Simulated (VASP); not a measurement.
# Nb (C2/c) in VASP: notebook

Nb is run at these levels: LDA; tasks: single point.

All numbers are computed with VASP 6.6.1; they aren't measurements. Logs are shortened: lines on timing, memory, paths and dates and some standing lists are left out, and cuts for length are marked.

## 1. The cell of the first run

The typed cell holds 2 atoms: a = 2.990 Å, b = 2.990 Å, c = 5.032 Å, α = 96.96°, β = 96.96°, γ = 126.31°.

## 2. Single point, LDA (17.46 Å³/atom)

The input, INCAR:

```
SYSTEM = Nb
  PREC = Accurate
  ENCUT = 520
  EDIFF = 1E-7
  ISMEAR = -1
  SIGMA = 0.1
  LREAL = .False.
  LASPH = .True.
  NELM = 80
  ALGO = Normal
  ISIF = 2
  LWAVE = .False.
  LCHARG = .False.
  GGA = CA
  NBANDS = 20
```

The input, KPOINTS:

```
Automatic mesh
0
Gamma
  15 15 8
  0 0 0
```

The input, POSCAR:

```
Nb
1.0
   -1.8863422433      1.8864166589      1.3501843046
    1.8864166589     -1.8863422433      1.3501843046
    3.4274507911      3.4274507911     -1.3500480123
Nb
2
Direct
    0.0002466825      0.9997533175      0.0000000000
    0.7497533175      0.2502466825      0.5000000000
```

Potentials or basis: VASP PAW LDA potentials, release 64 (Nb_sv).

The run is started by

```bash
$ cat potpaw_LDA.64/Nb_sv/POTCAR > POTCAR
$ mpirun -np 1 vasp_std > vasp.out
```

OUTCAR:

```text
SYSTEM = Nb
   PREC = Accurate
   ENCUT = 520
   EDIFF = 1E-7
   ISMEAR = -1
   LREAL = .False.
   LASPH = .True.
   NELM = 80
   ISIF = 2
   GGA = CA

 ion  position               nearest neighbor table
   1  0.000  1.000  0.000-   2 2.85   2 2.85   2 2.85   2 2.85
   2  0.750  0.250  0.500-   1 2.85   1 2.85   1 2.85   1 2.85

  LATTYP: Found a base centered monoclinic cell.
 ALAT       =     2.7003686113
 B/A-ratio  =     1.9758364783
 C/A-ratio  =     1.8633184288
 COS(beta)  =    -0.2682738306

  Lattice vectors:

 A1 = (  -1.8863422433,   1.8864166589,   1.3501843046)
 A2 = (   1.8864166589,  -1.8863422433,   1.3501843046)
 A3 = (   3.4274507911,   3.4274507911,  -1.3500480123)

Analysis of symmetry for initial positions (statically):
=====================================================================
 Subroutine PRICEL returns:
 Original cell was already a primitive cell.

 Routine SETGRP: Setting up the symmetry group for a
 base centered monoclinic supercell.

 Subroutine GETGRP returns: Found  4 space group operations
 (whereof  2 operations were pure point group operations)
 out of a pool of  4 trial point group operations.

The static configuration has the point symmetry C_2 .
 The point group associated with its full space group is C_2h.

Analysis of symmetry for dynamics (positions and initial velocities):
=====================================================================
 Subroutine PRICEL returns:
 Original cell was already a primitive cell.

 Routine SETGRP: Setting up the symmetry group for a
 base centered monoclinic supercell.

 Subroutine GETGRP returns: Found  4 space group operations
 (whereof  2 operations were pure point group operations)
 out of a pool of  4 trial point group operations.

The dynamic configuration has the point symmetry C_2 .
 The point group associated with its full space group is C_2h.

 Subroutine INISYM returns: Found  4 space group operations
 (whereof  2 operations are pure point group operations),
 and found     1 'primitive' translations

----------------------------------------------------------------------------------------

                                     Primitive cell

  volume of cell :      34.9187

  direct lattice vectors                    reciprocal lattice vectors
    -1.886342243  1.886416659  1.350184305    -0.059596656  0.205461362  0.370315794
     1.886416659 -1.886342243  1.350184305     0.205461362 -0.059596656  0.370315794
     3.427450791  3.427450791 -1.350048012     0.145879431  0.145879431 -0.000008040

  length of vectors
     2.989958616  2.989958616  5.031646598     0.427668002  0.427668002  0.206304671

  position of ions in fractional coordinates (direct lattice)
     0.000246682  0.999753318  0.000000000
     0.749753318  0.250246682  0.500000000

  ion indices of the primitive-cell ions
   primitive index   ion index
                 1           1
                 2           2

----------------------------------------------------------------------------------------

 KPOINTS: Automatic mesh

Automatic generation of k-mesh.
 Grid dimensions read from file:
 generate k-points for:   15   15    8

 Generating k-lattice:

  Cartesian coordinates                     Fractional coordinates (reciprocal lattice)
    -0.003973110  0.013697424  0.024687720     0.066666667  0.000000000  0.000000000
     0.013697424 -0.003973110  0.024687720     0.000000000  0.066666667  0.000000000
     0.018234929  0.018234929 -0.000001005     0.000000000  0.000000000  0.125000000

  Length of vectors
     0.028511200  0.028511200  0.025788084

  Shift w.r.t. Gamma in fractional coordinates (k-lattice)
     0.000000000  0.000000000  0.000000000

 Subroutine IBZKPT returns following result:
 ===========================================

 Found    488 irreducible k-points:

 Following reciprocal coordinates:
            Coordinates               Weight
  0.000000  0.000000  0.000000      1.000000
  0.066667 -0.000000  0.000000      4.000000
  0.133333 -0.000000  0.000000      4.000000
  0.200000 -0.000000  0.000000      4.000000
  0.266667 -0.000000  0.000000      4.000000
  0.333333 -0.000000  0.000000      4.000000
[... 16 lines left out ...]
  0.133333  0.133333  0.000000      2.000000
  0.200000  0.133333  0.000000      4.000000
 [... further k-points ...]
   k-points           NKPTS =    488   k-points in BZ     NKDIM =    488   number of bands    NBANDS=     20
   number of dos      NEDOS =    301   number of ions     NIONS =      2
   total plane-waves  NPLWV =  23040
   dimension x,y,z NGX =    24 NGY =   24 NGZ =   40
   dimension x,y,z NGXF=    48 NGYF=   48 NGZF=   80
   ions per type =               2
   NGX,Y,Z   is equivalent  to a cutoff of  13.34, 13.34, 13.22 a.u.
   NGXF,Y,Z  is equivalent  to a cutoff of  26.69, 26.69, 26.43 a.u.
 SYSTEM =  Nb
   PREC   = accura    normal or accurate (medium, high low for compatibility)
   ISTART =      0    job   : 0-new  1-cont  2-samecut
   ICHARG =      2    charge: 1-file 2-atom 10-const
   ISPIN  =      1    spin polarized calculation?
   LNONCOLLINEAR =      F non collinear calculations
   LSORBIT =      F    spin-orbit coupling
   LASPH  =      T    aspherical Exc in radial PAW
   ENCUT  =  520.0 eV  38.22 Ry    6.18 a.u.   5.56  5.56  9.36*2*pi/ulx,y,z
   NELM   =     80;   NELMIN=  2; NELMDL= -5     # of ELM steps
   EDIFF  = 0.1E-06   stopping-criterion for ELM
   LREAL  =      F    real-space projection
   EDIFFG = 0.1E-05   stopping-criterion for IOM
   NSW    =      0    number of steps for IOM
   IBRION =     -1    ionic relax: 0-MD 1-quasi-New 2-CG
   NFREE  =      0    steps in history (QN), initial steepest desc. (CG)
   ISIF   =      2    stress and relaxation
   ISYM   =      2    0-nonsym 1-usesym 2-fastsym
   POTIM  = 0.5000    time-step for ionic-motion
   TEBEG  =    0.0;   TEEND  =   0.0 temperature during run
   PSTRESS=    0.0 pullay stress
   NELECT =      26.0000    total number of electrons
   NUPDOWN=      -1.0000    fix difference up-down
   EMIN   =  10.00;   EMAX   =-10.00  energy-range for DOS
   EFERMI =   0.00;   METHOD = LEGACY
   ISMEAR =    -1;   SIGMA  =   0.10  broadening in eV -4-tet -1-fermi 0-gaus
   EFERMI_NEDOS =   21; number of points for ismear=-14 and -15
   IALGO  =     38    algorithm
   IMIX   =      4    mixing-type and parameters
     AMIX     =   0.40;   BMIX     =  1.00
     AMIX_MAG =   1.60;   BMIX_MAG =  1.00
  volume/ion in A,a.u.               =      17.46       117.82
  Fermi-wavevector in a.u.,A,eV,Ry     =   1.483816  2.804005 29.956066  2.201709
  Thomas-Fermi vector in A             =   2.597430
   LORBIT       =      0    0 simple, 1 ext, 2 COOP (PROOUT), +10 PAW based schemes
   GGA     = CA    functional components
   LHFCALC =     F    Hartree Fock is set to
   AEXX    =    0.0000 exact exchange contribution
   IVDW    =     0    specifies the selected vdW correction
   LEPSILON=     F    determine dielectric tensor
   LRPA    =     F    only Hartree local field effects (RPA)
 non-spin polarized calculation
  energy-cutoff  :      520.00
  volume of cell :       34.92
 maximum number of plane-waves:       956
   NGX = 11   NGY = 11   NGZ = 19

 number of electron      26.0000000 magnetization

 Free energy of the ion-electron system (eV)
  ---------------------------------------------------
  ext. energy  EPLUGINS =         0.00000000
  ---------------------------------------------------
  free energy    TOTEN  =       -22.22397488 eV

  energy without entropy =      -22.15310389  energy(sigma->0) =      -22.18853938

 E-fermi :  11.6366     XC(G=0): -12.8653

 val. band max:       11.6308210136   @ k =  -0.4000   0.1333   0.5000
 cond. band min:      11.6371520601   @ k =  -0.1333  -0.4000   0.1250
 fundamental gap:      0.0063310465
 Fermi energy:        11.6366490407

 k-point     1 :       0.0000    0.0000    0.0000
  band No.  band energies     occupation
      1     -42.6199      2.00000
      2     -42.3702      2.00000
      3     -19.5376      2.00000
      4     -18.3430      2.00000
      5     -18.0607      2.00000
      6     -18.0497      2.00000
[... 12 lines left out ...]
     19      15.4588      0.00000
     20      16.9051      0.00000

 k-point     2 :       0.0667   -0.0000    0.0000
  band No.  band energies     occupation
      1     -42.6064      2.00000
      2     -42.3615      2.00000
      3     -19.5134      2.00000
      4     -18.3573      2.00000
      5     -18.0804      2.00000
      6     -18.0516      2.00000
[... 12 lines left out ...]
     19      15.9931      0.00000
     20      17.0074      0.00000

 k-point     3 :       0.1333   -0.0000    0.0000
  band No.  band energies     occupation
      1     -42.5677      2.00000
      2     -42.3370      2.00000
      3     -19.4445      2.00000
      4     -18.4021      2.00000
      5     -18.1762      2.00000
      6     -18.0802      2.00000
[... 12 lines left out ...]
     19      16.3543      0.00000
     20      17.6974      0.00000

 k-point     4 :       0.2000   -0.0000    0.0000
  band No.  band energies     occupation
      1     -42.5096      2.00000
      2     -42.3011      2.00000
      3     -19.3429      2.00000
      4     -18.5260      2.00000
      5     -18.4239      2.00000
      6     -18.3058      2.00000
[... 12 lines left out ...]
     19      16.2562      0.00000
     20      18.6204      0.00000

 k-point     5 :       0.2667   -0.0000    0.0000
  band No.  band energies     occupation
      1     -42.4411      2.00000
      2     -42.2605      2.00000
      3     -19.2339      2.00000
      4     -18.8325      2.00000
      5     -18.6947      2.00000
      6     -18.4226      2.00000
[... 12 lines left out ...]
     19      16.0481      0.00000
     20      19.1851      0.00000
[... 353 lines left out ...]
      6     -18.0805      2.00000
[... 12 lines left out ...]
     19      15.7880      0.00000
     20      17.8565      0.00000

 k-point    22 :      -0.0667    0.0667    0.0000
  band No.  band energies     occupation
      1     -42.6118      2.00000
      2     -42.3672      2.00000
      3     -19.5175      2.00000
      4     -18.3850      2.00000
      5     -18.1098      2.00000
      6     -18.0643      2.00000
[... 12 lines left out ...]
     19      15.4744      0.00000
     20      17.3333      0.00000

 k-point    23 :       0.1333    0.1333    0.0000
  band No.  band energies     occupation
      1     -42.4638      2.00000
      2     -42.2669      2.00000
      3     -19.2754      2.00000
      4     -18.7274      2.00000
      5     -18.6479      2.00000
      6     -18.4046      2.00000
[... 12 lines left out ...]
     19      16.4096      0.00000
     20      18.7578      0.00000

 k-point    24 :       0.2000    0.1333    0.0000
  band No.  band energies     occupation
      1     -42.3991      2.00000
      2     -42.2287      2.00000
      3     -19.1827      2.00000
      4     -19.0447      2.00000
      5     -18.9159      2.00000
      6     -18.4549      2.00000
[... 12 lines left out ...]
     19      16.4676      0.00000
     20      19.1559      0.00000

 [... further k-points ...]

------------------------ aborting loop because EDIFF is reached ----------------------------------------

  FORCE on cell =-STRESS in cart. coord.  units (eV):
  Direction    XX          YY          ZZ          XY          YZ          ZX
  --------------------------------------------------------------------------------------
  -------------------------------------------------------------------------------------
  Total       -0.0520159     -0.0520159      0.0579919      0.0236491     -0.0017857     -0.0017857
  in kB       -2.3866485     -2.3866485      2.6608449      1.0850954     -0.0819349     -0.0819348
  external PRESSURE =      -0.7041507 kB  Pullay stress =       0.0000000 kB

 VOLUME and BASIS-vectors are now :
 -----------------------------------------------------------------------------
  energy-cutoff  :      520.00
  volume of cell :       34.92
      direct lattice vectors                 reciprocal lattice vectors
    -1.886342243  1.886416659  1.350184305    -0.059596656  0.205461362  0.370315794
     1.886416659 -1.886342243  1.350184305     0.205461362 -0.059596656  0.370315794
     3.427450791  3.427450791 -1.350048012     0.145879431  0.145879431 -0.000008040

 POSITION                                       TOTAL-FORCE (eV/Angst)
 -----------------------------------------------------------------------------------
      1.88549     -1.88541      1.35018         0.003071     -0.003071      0.000000
      0.77150      2.65602      0.67516        -0.003071      0.003071     -0.000000
 -----------------------------------------------------------------------------------
    total drift:                                0.000000     -0.000000     -0.000000

  FREE ENERGIE OF THE ION-ELECTRON SYSTEM (eV)
  ---------------------------------------------------
  free  energy   TOTEN  =       -22.2239748808 eV

  energy  without entropy=      -22.1531038855  energy(sigma->0) =      -22.18853938
```

Wall time 6 min (1 thread of Oxide Virtual Turin-like, shared host); peak memory 0.32 GiB.

What came out:

| Item | Value |
| --- | --- |
| Free energy | -22.2240 eV |
| Pressure | -0.1 GPa |
| Largest force | 0.004 eV/Å |
| Band gap on the k mesh | zero (bands 13 and 14 overlap by 3.00 eV) |

Forces in eV/Å, atoms in the order of the input:
```
Nb   0.003 -0.003  0.000
Nb  -0.003  0.003  0.000
```

Stress tensor (GPa, compression positive):
```
-0.24  0.11 -0.01
 0.11 -0.24 -0.01
-0.01 -0.01  0.27
```

Levels at points of the mesh, in eV from the Fermi level:
| k point | band 11 | band 12 | band 13 | band 14 | band 15 | band 16 |
| --- | --- | --- | --- | --- | --- | --- |
| (0.00, 0.00, 0.00) | -1.03 | -0.94 | 0.80 | 0.94 | 1.53 | 2.00 |
| (0.00, 0.00, 0.50) | -0.92 | -0.92 | -0.56 | -0.56 | 2.12 | 2.12 |

## 3. Single point, LDA (18.16 Å³/atom)

This run uses another cell than the first one, of 18.16 Å³/atom.

The input, INCAR:

```
PREC = Accurate ; ENCUT = 520
EDIFF = 1E-7 ; ISMEAR = -1
SIGMA = 0.1 ; LREAL = F
LASPH = T ; NELM = 100
ALGO = Normal ; ISIF = 2
LWAVE = F ; LCHARG = F
NBANDS = 20
```

The input, KPOINTS:

```
regular mesh
0
Gamma
  15 15 8
```

The input, POSCAR:

```
Nb
1.0
   -1.9111653826      1.9112407775      1.3679519251
    1.9112407775     -1.9111653826      1.3679519251
    3.4725540001      3.4725540001     -1.3678138392
Nb
2
Direct
    0.0002466825      0.9997533175      0.0000000000
    0.7497533175      0.2502466825      0.5000000000
```

Potentials or basis: VASP PAW LDA potentials, release 64 (Nb_sv).

The run is started by

```bash
$ cat potpaw_LDA.64/Nb_sv/POTCAR > POTCAR
$ mpirun -np 1 vasp_std > vasp.out
```

Run time: 7.8 min. Hardware: 1 thread of Oxide Virtual Turin-like, shared host; peak memory 0.33 GiB.

Results (log left out):

```
Free energy            : -22.1940 eV
Pressure               : -6.9 GPa
Largest force          : 0.005 eV/Å
Band gap on the k mesh : zero (bands 13 and 14 overlap by 2.79 eV)
```

Forces on the atoms (eV/Å):
```
Nb   0.004 -0.004  0.000
Nb  -0.004  0.004  0.000
```

Stress tensor (GPa, compression positive):
```
-6.93  0.20  0.00
 0.20 -6.93  0.00
 0.00  0.00 -6.72
```

Levels at points of the mesh, in eV from the Fermi level:
```tsv
k point	band 11	band 12	band 13	band 14	band 15	band 16
(0.00, 0.00, 0.00)	-0.95	-0.87	0.80	0.93	1.41	1.95
(0.00, 0.00, 0.50)	-0.88	-0.88	-0.49	-0.49	2.05	2.05
```

Caveat: the cell stands under tension.

## 4. Single point, LDA (18.86 Å³/atom)

This run uses another cell than the first one, of 18.86 Å³/atom.

The input, INCAR:

```
SYSTEM = Nb
PREC     = Accurate       ! precision mode
ENCUT    = 520            ! plane-wave cutoff, eV
EDIFF    = 1E-6           ! SCF threshold, eV
ISMEAR   = -1             ! smearing method
SIGMA    = 0.1            ! smearing width, eV
LREAL    = .False.        ! projectors in reciprocal space
LASPH    = .True.         ! aspherical terms in the spheres
NELM     = 60             ! most SCF steps
ALGO     = Normal         ! electronic algorithm
ISIF     = 2              ! what is computed and relaxed
LWAVE    = .False.        ! write WAVECAR
LCHARG   = .False.        ! write CHGCAR
NBANDS   = 20             ! bands
```

The input, KPOINTS:

```
regular mesh
0
Gamma
  15 15 8
  0 0 0
```

The input, POSCAR:

```
Nb
1.0
   -1.9353599180      1.9354362673      1.3852696107
    1.9354362673     -1.9353599180      1.3852696107
    3.5165150467      3.5165150467     -1.3851297767
Nb
2
Direct
    0.0002466825      0.9997533175      0.0000000000
    0.7497533175      0.2502466825      0.5000000000
```

The run is started by

```bash
$ cat potpaw_LDA.64/Nb_sv/POTCAR > POTCAR
$ mpirun -np 1 vasp_std > vasp.out
```

Wall time 5.1 min (1 thread of Oxide Virtual Turin-like, shared host); peak memory 0.34 GiB.

Results (log left out):

| Quantity | Value |
| --- | --- |
| Free energy | -22.1099 eV |
| Pressure | -12.5 GPa |
| Largest force | 0.005 eV/Å |
| Band gap on the k mesh | zero (bands 13 and 14 overlap by 2.62 eV) |

Forces in eV/Å, atoms in the order of the input:
```
Nb   0.003 -0.003  0.000
Nb  -0.003  0.003  0.000
```

Stress tensor (GPa, compression positive):
```
-12.44   0.28   0.00
  0.28 -12.44   0.00
  0.00   0.00 -12.50
```

Levels at points of the mesh, in eV from the Fermi level:
```tsv
k point	band 11	band 12	band 13	band 14	band 15	band 16
(0.00, 0.00, 0.00)	-0.88	-0.80	0.80	0.92	1.29	1.90
(0.00, 0.00, 0.50)	-0.84	-0.84	-0.43	-0.43	1.98	1.98
```

Caveat: the cell stands under tension.

## 5. Summary

| cell | gap on the mesh (eV) | pressure (GPa) |
| --- | --- | --- |
| a = 2.990, b = 2.990, c = 5.032 Å, angles 97.0, 97.0, 126.3°, 2 atoms | none | -0.1 |
| a = 3.029, b = 3.029, c = 5.098 Å, angles 97.0, 97.0, 126.3°, 2 atoms | none | -6.9 |
| a = 3.068, b = 3.068, c = 5.162 Å, angles 97.0, 97.0, 126.3°, 2 atoms | none | -12.5 |

Alike in all rows: task single point; level LDA; potentials or basis VASP PAW LDA potentials, release 64 (Nb_sv); no spin polarisation; k mesh 15 × 15 × 8; cutoff (eV) 520; smearing fermi-dirac 0.1 eV.

Caveats: the cell stands under tension (at least some runs).

Absolute energies hang on the potentials; compare differences alone.
